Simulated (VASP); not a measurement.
Runs of VASP 6.6.1 on Ga3Bi2As. Symmetry: P3m1, No. 156, trigonal system. The conventional cell has a = 4.339 Å, b = 4.339 Å, c = 10.622 Å, α = 90.00°, β = 90.00°, γ = 120.00°. Within 3.2 Å of As (site symmetry 3m) lie 4 Ga at 2.46 to 2.60 Å. Within 3.6 Å of Bi (site symmetry 3m) lie 4 Ga at 2.69 to 2.75 Å. Bi (site symmetry 3m) has 4 Ga at 2.70 to 2.73 Å within 3.6 Å. Within 3.4 Å of Ga (site symmetry 3m) lie 3 As at 2.60 Å and 1 Bi at 2.75 Å. Ga (site symmetry 3m) has 4 Bi at 2.69 to 2.73 Å within 3.6 Å. Within 3.2 Å of Ga (site symmetry 3m) lie 1 As at 2.46 Å and 3 Bi at 2.70 Å. 

| k mesh | smearing | gap on the mesh (eV) | pressure (GPa) | largest force (eV/Å) |
| --- | --- | --- | --- | --- |
| 6 × 6 × 2 | fermi-dirac 0.02 eV | none | -0.3 | 0.07 |
| 6 × 6 × 2 | gaussian 0.001 eV | none | -0.3 | 0.07 |
| 6 × 6 × 2, shifted | fermi-dirac 0.02 eV | none | (a) | 0.09 |
| 5 × 5 × 5 | fermi-dirac 0.02 eV | none | -0.2 | 0.15 |

Alike in all rows: task single point; level PBEsol; potentials or basis VASP PAW PBE potentials, release 64 (As, Bi_d, Ga_d); no spin polarisation; cell as given; cutoff (eV) 520.

**Question.** Estimate the missing entries.

**Answer.** (a) -0.4.

Caveats: the PAW data sets were made with another functional, which shifts forces and pressure a little; spin-orbit coupling is left out, which moves the levels of the heavy elements.

A k mesh can miss the band edges, and the runs leave out spin-orbit coupling on As, Bi, Ga.

A gap of «none» marks levels without a gap at the run's occupations.
